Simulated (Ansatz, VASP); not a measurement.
# FePtRh: VASP beside Ansatz

```
CELL_PARAMETERS angstrom
3.66739 0.00000 0.00000
0.00000 3.66739 0.00000
0.00000 0.00000 5.98643
ATOMIC_POSITIONS crystal
Pt 0.00000 0.00000 0.00000
Pt 0.50000 0.50000 0.00000
Rh 0.00000 0.50000 0.66296
Rh 0.50000 0.00000 0.33704
Fe 0.00000 0.50000 0.29501
Fe 0.50000 0.00000 0.70499
```

Alike in both runs: functional LDA; k mesh 5 × 5 × 3; occupations gaussian, width 0.0112 eV; no spin polarisation.

Ansatz relaxed the structure, and its values are those at the end. VASP's run is a single point on that final structure, the one shown.

```csv
,VASP,Ansatz
version,VASP 6.6.1,Ansatz 0.2.0
potentials or method,"VASP PAW LDA potentials, release 64 (Pt, Rh_pv, Fe), cutoff 520 eV",PAW plane waves
valence electrons in the cell,66,102
```

Ansatz gave:

```
gap on the k mesh at the Fermi level (eV) : none
pressure (GPa)                            : 0.0
rms of the force components (eV/Å)        : 0.000
```

What did VASP give for the same quantities?

gap on the k mesh at the Fermi level (eV): none; pressure (GPa): 0.6; rms of the force components (eV/Å): 0.030.

LDA's correlation is that of Perdew and Zunger in VASP and of Perdew and Wang (1992) in Ansatz. A gap of «none» marks a metal or a gap that the smearing closes. VASP's potentials hold 66 valence electrons a cell and Ansatz's 102, so a difference there can come from the potentials and not from the codes.

Spin-orbit coupling is off throughout.
